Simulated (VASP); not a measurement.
Write the native input for VASP 6.6.1 that does the following.

```yaml
Task: single point
Functional: PBE
Potentials_or_basis: VASP PAW PBE potentials, release 64 (Sn_d, Se)
Cutoff: 520 eV
k_mesh: 8 × 8 × 8
Occupations: gaussian, width 0.012 eV
Spin: no spin polarisation
Dipole_correction: no
Further_INCAR_settings: ALGO = Normal; EDIFF = 1e-06; NBANDS = 17
```

The structure of SnSe lies in POSCAR:

```
SnSe
1.0
    0.0000000000      3.0100000000      3.0100000000
    3.0100000000      0.0000000000      3.0100000000
    3.0100000000      3.0100000000      0.0000000000
Sn Se
1 1
Direct
    0.0000000000      0.0000000000      0.0000000000
    0.5000000000      0.5000000000      0.5000000000
```

One way to write it, as run:

INCAR

```
SYSTEM = SnSe
  PREC = Accurate
  ENCUT = 520
  EDIFF = 1E-6
  ISMEAR = 0
  SIGMA = 0.012
  LREAL = .False.
  LASPH = .True.
  NELM = 60
  ALGO = Normal
  ISIF = 2
  LWAVE = .False.
  LCHARG = .False.
  GGA = PE
  NBANDS = 17
```

KPOINTS

```
regular mesh
0
Gamma
  8 8 8
  0 0 0
```

Potentials or basis: VASP PAW PBE potentials, release 64 (Sn_d, Se).

The run is started by

```bash
$ cat potpaw_PBE.64/Sn_d/POTCAR potpaw_PBE.64/Se/POTCAR > POTCAR
$ mpirun -np 1 vasp_std > vasp.out
```

It gave:

| Quantity | Value |
| --- | --- |
| Pressure | 0.9 GPa |
| Band gap on the k mesh | 0.58 eV, direct |

Caveat: spin-orbit coupling is left out, which moves the levels of the heavy elements.

Wall time 23 s on 1 thread of AMD EPYC 7R43 64-Core Processor (Zen 3), with other jobs on the host, peak memory 0.15 GiB.
